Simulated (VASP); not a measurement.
A run of VASP 6.6.1 is set up as follows.

Contents of INCAR:

```
PREC     = Accurate       # precision mode
ENCUT    = 520            # plane-wave cutoff, eV
EDIFF    = 1E-7           # SCF threshold, eV
ISMEAR   = -1             # smearing method
SIGMA    = 0.03           # smearing width, eV
LREAL    = False          # projectors in reciprocal space
LASPH    = True           # aspherical terms in the spheres
NELM     = 100            # most SCF steps
ALGO     = Normal         # electronic algorithm
ISIF     = 2              # what is computed and relaxed
LWAVE    = False          # write WAVECAR
LCHARG   = True           # write CHGCAR
GGA      = PS             # functional
LELF     = True           # ELF
LVHAR    = True         
NBANDS   = 16             # bands
```

Contents of KPOINTS:

```
Automatic mesh
0
Gamma
  11 11 11
```

The input POSCAR:

```
InP
1.0
    0.0000000000      2.7972141245      2.7972141245
    2.7972141245      0.0000000000      2.7972141245
    2.7972141245      2.7972141245      0.0000000000
In P
1 1
Direct
    0.0000000000      0.0000000000      0.0000000000
    0.5000000000      0.5000000000      0.5000000000
```

Potentials or basis: VASP PAW PBE potentials, release 64 (In_d, P).

Launch:

```sh
$ cat potpaw_PBE.64/In_d/POTCAR potpaw_PBE.64/P/POTCAR > POTCAR
$ mpirun -np 1 vasp_std > vasp.out
```

Problem. What does it give for the band gap on the k mesh?

Solution. Zero (band 9 reaches 6.88 eV, above the bottom of band 10 at 4.34 eV).

Problem. Estimate the pressure.

Solution. -5.3 GPa.

Caveat: the PAW data sets were made with another functional, which shifts forces and pressure a little; spin-orbit coupling is left out, which moves the levels of the heavy elements.
